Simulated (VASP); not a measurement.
ScGa7N8 (a cell with a defect): single point with LDA

Crystal: ScGa7N8 (a cell with a defect).

```
Ga N Sc
1.0
     8.99624    0.00000    0.00000
     0.00000    4.49812    0.00000
     0.00000    0.00000    4.49812
Ga N Sc
7 8 1
Direct
  0.99797 0.99535 0.99418
  0.47925 0.98711 0.00549
  0.23080 0.51488 0.98126
  0.76767 0.49188 0.00264
  0.24925 0.99520 0.51453
  0.74358 0.03581 0.49310
  0.99598 0.46472 0.49307
  0.12039 0.23994 0.24126
  0.61074 0.25266 0.28475
  0.40060 0.72309 0.27710
  0.89618 0.73137 0.28225
  0.37356 0.22253 0.75702
  0.86198 0.23694 0.76443
  0.11770 0.73464 0.77133
  0.62755 0.75694 0.73524
  0.48449 0.54970 0.50456
```

- Program: VASP 6.6.1
- Task: single point
- Functional: LDA
- Potentials or basis: VASP PAW LDA potentials, release 64 (Ga_d, N, Sc_sv)
- Cutoff: 520 eV
- k mesh: 1 × 1 × 1, shifted
- Occupations: fermi-dirac, width 0.05 eV
- Spin: no spin polarisation

```json
{
  "Pressure": "16.1 GPa",
  "Largest force": "24.493 eV/Å",
  "Band gap on the k mesh": "3.31 eV"
}
```

Forces on the atoms (eV/Å):
```
Ga   -0.972  -0.734   0.985
Ga    4.287   0.776   0.388
Ga    3.767  -3.724   3.164
Ga   -3.901   2.218   1.451
Ga   -0.485  -0.179  -1.066
Ga   -0.721  -2.901   0.892
Ga    0.542  -0.027   2.015
N     1.123  -0.372   0.604
N    -0.071   0.299  -3.825
N   -14.380  12.076 -15.726
N    -2.177   2.309  -2.443
N    -2.131   2.176  -0.145
N     3.013  -0.445  -0.951
N    -1.228   2.095  -3.669
N     1.485   1.551   3.282
Sc   11.848 -15.120  15.044
```

Stress tensor (GPa, compression positive):
```
 20.75 -10.46  14.87
-10.46  11.90 -11.72
 14.87 -11.72  15.59
```

Levels at points of the mesh, in eV from the valence-band top:
| k point | band 69 | band 70 | band 71 | band 72 | band 73 | band 74 |
| --- | --- | --- | --- | --- | --- | --- |
| (0.50, 0.50, 0.50) | -1.06 | -0.41 | 0.00 | 3.31 | 3.49 | 3.86 |

Run time: 56 s on 1 thread of Intel(R) Xeon(R) Platinum 8488C (Sapphire Rapids) (shared host), peak memory 0.24 GiB.

Caveat: the k points lie up to 1.40 Å⁻¹ apart.
